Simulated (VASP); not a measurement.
# Mg (P6_3/mmc) in VASP: single point with PBE+D3(BJ)

Aim: the single point of Mg with PBE+D3(BJ).

All numbers are computed with VASP 6.6.1; they aren't measurements. Logs are shortened: lines on timing, memory, paths and dates and some standing lists are left out, and cuts for length are marked.

### Step 1. The cell of the first run

Symmetry: P6_3/mmc, No. 194, hexagonal system. Conventional cell: a = 3.152 Å, b = 3.152 Å, c = 10.122 Å, α = 90.00°, β = 90.00°, γ = 120.00°. Within 4.1 Å of Mg (site symmetry -3m) lie 12 Mg at 3.12 to 3.15 Å. Within 4.1 Å of Mg (site symmetry -6m2) lie 12 Mg at 3.12 to 3.15 Å.

### Step 2. Single point, PBE+D3(BJ)

Input file INCAR:

```
SYSTEM = Mg
ALGO = Normal ; EDIFF = 1E-6
ENCUT = 520 ; GGA = PE
ISIF = 2 ; ISMEAR = 0
IVDW = 12 ; LASPH = .TRUE.
LCHARG = .FALSE. ; LREAL = .FALSE.
LWAVE = .FALSE. ; NBANDS = 12
NELM = 100 ; PREC = Accurate
SIGMA = 0.1
```

Input file KPOINTS:

```
k-points
0
G
  18 18 4
  0 0 0
```

Input file POSCAR:

```
Mg
1.0
    3.1516493786      0.0000000000      0.0000000000
   -1.5758246893      2.7294084257      0.0000000000
    0.0000000000      0.0000000000     10.1219018601
Mg
4
Direct
    0.0000000000      0.0000000000      0.0000000000
    0.3333333333      0.6666666667      0.2500000000
    0.0000000000      0.0000000000      0.5000000000
    0.6666666667      0.3333333333      0.7500000000
```

Potentials or basis: VASP PAW PBE potentials, release 64 (Mg).

On the command line:

```console
cat potpaw_PBE.64/Mg/POTCAR > POTCAR
mpirun -np 1 vasp_std > vasp.out
```

OUTCAR:

```text
SYSTEM = Mg
   EDIFF = 1E-6
   ENCUT = 520
   GGA = PE
   ISIF = 2
   ISMEAR = 0
   IVDW = 12
   LASPH = .TRUE.
   LREAL = .FALSE.
   NELM = 100
   PREC = Accurate
 IVDW          = 12

 ion  position               nearest neighbor table
   1  0.000  0.000  0.000-   2 3.12   4 3.12   4 3.12   2 3.12   4 3.12   2 3.12
   2  0.333  0.667  0.250-   1 3.12   3 3.12   1 3.12   3 3.12   1 3.12   3 3.12
   3  0.000  0.000  0.500-   2 3.12   4 3.12   4 3.12   2 3.12   4 3.12   2 3.12
   4  0.667  0.333  0.750-   1 3.12   3 3.12   1 3.12   3 3.12   1 3.12   3 3.12

  LATTYP: Found a hexagonal cell.
 ALAT       =     3.1516493786
 C/A-ratio  =     3.2116205339

  Lattice vectors:

 A1 = (   3.1516493786,   0.0000000000,   0.0000000000)
 A2 = (  -1.5758246893,   2.7294084257,   0.0000000000)
 A3 = (   0.0000000000,   0.0000000000,  10.1219018601)

Analysis of symmetry for initial positions (statically):
=====================================================================
 Subroutine PRICEL returns:
 Original cell was already a primitive cell.

 Routine SETGRP: Setting up the symmetry group for a
 hexagonal supercell.

 Subroutine GETGRP returns: Found 24 space group operations
 (whereof 12 operations were pure point group operations)
 out of a pool of 24 trial point group operations.

The static configuration has the point symmetry D_3d.
 The point group associated with its full space group is D_6h.

Analysis of symmetry for dynamics (positions and initial velocities):
=====================================================================
 Subroutine PRICEL returns:
 Original cell was already a primitive cell.

 Routine SETGRP: Setting up the symmetry group for a
 hexagonal supercell.

 Subroutine GETGRP returns: Found 24 space group operations
 (whereof 12 operations were pure point group operations)
 out of a pool of 24 trial point group operations.

The dynamic configuration has the point symmetry D_3d.
 The point group associated with its full space group is D_6h.

 Subroutine INISYM returns: Found 24 space group operations
 (whereof 12 operations are pure point group operations),
 and found     1 'primitive' translations

----------------------------------------------------------------------------------------

                                     Primitive cell

  volume of cell :      87.0700

  direct lattice vectors                    reciprocal lattice vectors
     3.151649379  0.000000000  0.000000000     0.317294178  0.183189879  0.000000000
    -1.575824689  2.729408426  0.000000000     0.000000000  0.366379759  0.000000000
     0.000000000  0.000000000 10.121901860     0.000000000  0.000000000  0.098795662

  length of vectors
     3.151649379  3.151649379 10.121901860     0.366379759  0.366379759  0.098795662

  position of ions in fractional coordinates (direct lattice)
     0.000000000  0.000000000  0.000000000
     0.333333333  0.666666667  0.250000000
     0.000000000  0.000000000  0.500000000
     0.666666667  0.333333333  0.750000000

  ion indices of the primitive-cell ions
   primitive index   ion index
                 1           1
                 2           2
                 3           3
                 4           4

----------------------------------------------------------------------------------------

 KPOINTS: k-points

Automatic generation of k-mesh.
 Grid dimensions read from file:
 generate k-points for:   18   18    4

 Generating k-lattice:

  Cartesian coordinates                     Fractional coordinates (reciprocal lattice)
     0.017627454  0.010177216  0.000000000     0.055555556 -0.000000000  0.000000000
     0.000000000  0.020354431  0.000000000     0.000000000  0.055555556  0.000000000
     0.000000000  0.000000000  0.024698916     0.000000000  0.000000000  0.250000000

  Length of vectors
     0.020354431  0.020354431  0.024698916

  Shift w.r.t. Gamma in fractional coordinates (k-lattice)
     0.000000000  0.000000000  0.000000000

 Subroutine IBZKPT returns following result:
 ===========================================

 Found    111 irreducible k-points:

 Following reciprocal coordinates:
            Coordinates               Weight
  0.000000  0.000000  0.000000      1.000000
  0.055556 -0.000000  0.000000      6.000000
  0.111111 -0.000000  0.000000      6.000000
  0.166667  0.000000  0.000000      6.000000
  0.222222 -0.000000  0.000000      6.000000
  0.277778 -0.000000  0.000000      6.000000
[... 16 lines left out ...]
  0.333333  0.111111  0.000000     12.000000
  0.388889  0.111111  0.000000     12.000000
 [... further k-points ...]
   k-points           NKPTS =    111   k-points in BZ     NKDIM =    111   number of bands    NBANDS=     12
   number of dos      NEDOS =    301   number of ions     NIONS =      4
   total plane-waves  NPLWV =  46080
   dimension x,y,z NGX =    24 NGY =   24 NGZ =   80
   dimension x,y,z NGXF=    48 NGYF=   48 NGZF=  160
   ions per type =               4
   NGX,Y,Z   is equivalent  to a cutoff of  12.66, 12.66, 13.14 a.u.
   NGXF,Y,Z  is equivalent  to a cutoff of  25.32, 25.32, 26.28 a.u.
 SYSTEM =  Mg
   PREC   = accura    normal or accurate (medium, high low for compatibility)
   ISTART =      0    job   : 0-new  1-cont  2-samecut
   ICHARG =      2    charge: 1-file 2-atom 10-const
   ISPIN  =      1    spin polarized calculation?
   LNONCOLLINEAR =      F non collinear calculations
   LSORBIT =      F    spin-orbit coupling
   LASPH  =      T    aspherical Exc in radial PAW
   ENCUT  =  520.0 eV  38.22 Ry    6.18 a.u.   5.86  5.86 18.82*2*pi/ulx,y,z
   NELM   =    100;   NELMIN=  2; NELMDL= -5     # of ELM steps
   EDIFF  = 0.1E-05   stopping-criterion for ELM
   LREAL  =      F    real-space projection
   EDIFFG = 0.1E-04   stopping-criterion for IOM
   NSW    =      0    number of steps for IOM
   IBRION =     -1    ionic relax: 0-MD 1-quasi-New 2-CG
   NFREE  =      0    steps in history (QN), initial steepest desc. (CG)
   ISIF   =      2    stress and relaxation
   ISYM   =      2    0-nonsym 1-usesym 2-fastsym
   POTIM  = 0.5000    time-step for ionic-motion
   TEBEG  =    0.0;   TEEND  =   0.0 temperature during run
   PSTRESS=    0.0 pullay stress
   NELECT =       8.0000    total number of electrons
   NUPDOWN=      -1.0000    fix difference up-down
   EMIN   =  10.00;   EMAX   =-10.00  energy-range for DOS
   EFERMI =   0.00;   METHOD = LEGACY
   ISMEAR =     0;   SIGMA  =   0.10  broadening in eV -4-tet -1-fermi 0-gaus
   EFERMI_NEDOS =   21; number of points for ismear=-14 and -15
   IALGO  =     38    algorithm
   IMIX   =      4    mixing-type and parameters
     AMIX     =   0.40;   BMIX     =  1.00
     AMIX_MAG =   1.60;   BMIX_MAG =  1.00
  volume/ion in A,a.u.               =      21.77       146.89
  Fermi-wavevector in a.u.,A,eV,Ry     =   0.738724  1.395985  7.424870  0.545713
  Thomas-Fermi vector in A             =   1.832715
   LORBIT       =      0    0 simple, 1 ext, 2 COOP (PROOUT), +10 PAW based schemes
   GGA     = PE    functional components
   LHFCALC =     F    Hartree Fock is set to
   AEXX    =    0.0000 exact exchange contribution
   IVDW    =    12    specifies the selected vdW correction
   LEPSILON=     F    determine dielectric tensor
   LRPA    =     F    only Hartree local field effects (RPA)
 non-spin polarized calculation
 Gauss-broadening in eV      SIGMA  =   0.10
  energy-cutoff  :      520.00
  volume of cell :       87.07
 maximum number of plane-waves:      2374
 NGX is ok and might be reduce to    24
   NGX = 11   NGY = 11   NGZ = 37

 number of electron       8.0000000 magnetization

 Free energy of the ion-electron system (eV)
  ---------------------------------------------------
  ext. energy  EPLUGINS =         0.00000000
  ---------------------------------------------------
  free energy    TOTEN  =        -5.97730994 eV

  energy without entropy =       -5.96754624  energy(sigma->0) =       -5.97242809

 E-fermi :   2.9210     XC(G=0):  -8.6574

 val. band max:        2.9098229676   @ k =   0.5000   0.0000   0.2500
 cond. band min:       2.9236263636   @ k =   0.3333   0.1111   0.2500
 fundamental gap:      0.0138033960
 Fermi energy:         2.9209603969

 k-point     1 :       0.0000    0.0000    0.0000
  band No.  band energies     occupation
      1      -4.2472      2.00000
      2      -2.7853      2.00000
      3      -2.7850      2.00000
      4       1.2040      2.00000
      5       1.7822      2.00000
      6       8.2727      0.00000
      7       8.2844      0.00000
      8      14.0787      0.00000
      9      14.0787      0.00000
     10      14.1809      0.00000
     11      14.1809      0.00000
     12      14.8599      0.00000

 k-point     2 :       0.0556   -0.0000    0.0000
  band No.  band energies     occupation
      1      -4.1847      2.00000
      2      -2.7237      2.00000
      3      -2.7235      2.00000
      4       1.2607      2.00000
      5       1.8427      2.00000
      6       8.3174      0.00000
      7       8.3327      0.00000
      8      12.6857      0.00000
      9      13.2666      0.00000
     10      13.6680      0.00000
     11      13.7748      0.00000
     12      14.2675      0.00000

 k-point     3 :       0.1111   -0.0000    0.0000
  band No.  band energies     occupation
      1      -3.9973      2.00000
      2      -2.5394      2.00000
      3      -2.5392      2.00000
      4       1.4307      2.00000
      5       2.0230      2.00000
      6       8.4366      0.00000
      7       8.4710      0.00000
      8      10.9802      0.00000
      9      12.0512      0.00000
     10      12.1334      0.00000
     11      12.4933      0.00000
     12      13.4576      0.00000
[... 286 lines left out ...]
 k-point    23 :       0.3333    0.1111    0.0000
  band No.  band energies     occupation
      1      -1.0516      2.00000
      2       0.3519      2.00000
      3       0.3538      2.00000
      4       3.1068      0.00858
      5       4.1182      0.00000
      6       4.4517      0.00000
      7       4.6730      0.00000
      8       5.2157      0.00000
      9       7.3767      0.00000
     10       8.2449      0.00000
     11       8.8207      0.00000
     12       8.8601      0.00000

 k-point    24 :       0.3889    0.1111    0.0000
  band No.  band energies     occupation
      1      -0.1522      2.00000
      2       1.2115      2.00000
      3       1.2211      2.00000
      4       1.9739      2.00000
      5       3.3991      0.00000
      6       3.4260      0.00000
      7       5.0363      0.00000
      8       5.7513      0.00000
      9       7.0155      0.00000
     10       7.0841      0.00000
     11       8.4796      0.00000
     12       8.6474      0.00000

 [... further k-points ...]

------------------------ aborting loop because EDIFF is reached ----------------------------------------

 Edisp (eV)   -1.19592

 E8    (eV) :    -0.5239

  FORCE on cell =-STRESS in cart. coord.  units (eV):
  Direction    XX          YY          ZZ          XY          YZ          ZX
  --------------------------------------------------------------------------------------
  -------------------------------------------------------------------------------------
  Total      -0.07691    -0.07691    -0.03255     0.00000     0.00000     0.00000
  in kB      -1.41529    -1.41529    -0.59888     0.00000     0.00000     0.00000
  external pressure =       -1.14 kB  Pullay stress =        0.00 kB

 VOLUME and BASIS-vectors are now :
 -----------------------------------------------------------------------------
  energy-cutoff  :      520.00
  volume of cell :       87.07
      direct lattice vectors                 reciprocal lattice vectors
     3.151649379  0.000000000  0.000000000     0.317294178  0.183189879  0.000000000
    -1.575824689  2.729408426  0.000000000     0.000000000  0.366379759  0.000000000
     0.000000000  0.000000000 10.121901860     0.000000000  0.000000000  0.098795662

 POSITION                                       TOTAL-FORCE (eV/Angst)
 -----------------------------------------------------------------------------------
      0.00000      0.00000      0.00000         0.000000      0.000000      0.000000
     -0.00000      1.81961      2.53048         0.000000      0.000000      0.000000
      0.00000      0.00000      5.06095        -0.000000      0.000000      0.000000
      1.57582      0.90980      7.59143        -0.000000      0.000000     -0.000000
 -----------------------------------------------------------------------------------
    total drift:                                0.000000     -0.000000      0.000000

  FREE ENERGIE OF THE ION-ELECTRON SYSTEM (eV)
  ---------------------------------------------------
  free  energy   TOTEN  =        -7.1732282513 eV

  energy  without entropy=       -7.1634645524  energy(sigma->0) =       -7.16834640
```

Run time: 38 s. Hardware: 1 thread of AMD EPYC 9R45 (Zen 5), shared host; peak memory 0.24 GiB.

Results:

- Free energy: -7.1732 eV
- Pressure: -0.1 GPa
- Band gap on the k mesh: zero (band 4 reaches 3.92 eV, above the bottom of band 5 at 1.78 eV)
- Dispersion energy per atom: -0.299 eV

Caveat: pairwise dispersion overbinds metals, which lowers pressure and volume.
